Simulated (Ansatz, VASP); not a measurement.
SiMo3 in VASP and in Ansatz

POSCAR

```
SiMo3
1.0
    3.8674625842      0.0000000000      0.0000000000
    0.0000000000      3.8674625842      0.0000000000
    0.0000000000      0.0000000000      3.8674625842
Si Mo
1 3
Direct
    0.0000000000      0.0000000000      0.0000000000
    0.0000000000      0.5000000000      0.5000000000
    0.5000000000      0.0000000000      0.5000000000
    0.5000000000      0.5000000000      0.0000000000
```

File INCAR.step1:

```
SYSTEM = SiMo3
ALGO = Normal
EDIFF = 1E-4
ENCUT = 520
GGA = PE
ISMEAR = 0
LASPH = .TRUE.
LCHARG = .FALSE.
LREAL = .FALSE.
LWAVE = .TRUE.
NBANDS = 31
NELM = 100
PREC = Accurate
SIGMA = 0.1
```

INCAR.step2

```
SYSTEM = SiMo3
ALGO = Normal
EDIFF = 1E-6
ENCUT = 520
ISIF = 2
ISMEAR = 0
ISTART = 1
LASPH = .TRUE.
LCHARG = .FALSE.
LMIXTAU = .TRUE.
LREAL = .FALSE.
LWAVE = .FALSE.
METAGGA = R2SCAN
NBANDS = 31
NELM = 100
PREC = Accurate
SIGMA = 0.1
```

File KPOINTS:

```
k-points
0
G
  6 6 6
  0 0 0
```

Input for Ansatz:

```yaml
crystal:
  lattice:
    - [3.8674625842, 0.0, 0.0]
    - [0.0, 3.8674625842, 0.0]
    - [0.0, 0.0, 3.8674625842]
  atoms:
    - { symbol: Si, position: [0.0, 0.0, 0.0] }
    - { symbol: Mo, position: [0.0, 0.5, 0.5] }
    - { symbol: Mo, position: [0.5, 0.0, 0.5] }
    - { symbol: Mo, position: [0.5, 0.5, 0.0] }
basis:
  ecutwfc: 500
kpoints:
  mp_grid: { grid: [6, 6, 6] }
hamiltonian:
  xc: r2scan
scf:
  occupations: { method: gaussian, width: 0.1 }
  lower_state_search: "off"
output:
  forces: true
  stress: true
  eigenvalues: true
```

Alike in both runs: task single point; functional r2SCAN; k mesh 6 × 6 × 6; occupations gaussian, width 0.1 eV; no spin polarisation.

```csv
,VASP,Ansatz
version,VASP 6.6.1,Ansatz 0.2.0
potentials or method,"VASP PAW PBE potentials, release 64 (Si, Mo_sv), cutoff 520 eV","scalar-relativistic, plane waves, PAW"
valence electrons in the cell,46,46
```

Ansatz gave:

* gap on the k mesh at the Fermi level (eV): none
* pressure (GPa): 6.6

Which values does VASP return?

gap on the k mesh at the Fermi level (eV): none; pressure (GPa): 7.5.

VASP's potentials were made for PBE, not for r2SCAN. A gap of «none» marks a metal or a gap that the smearing closes.
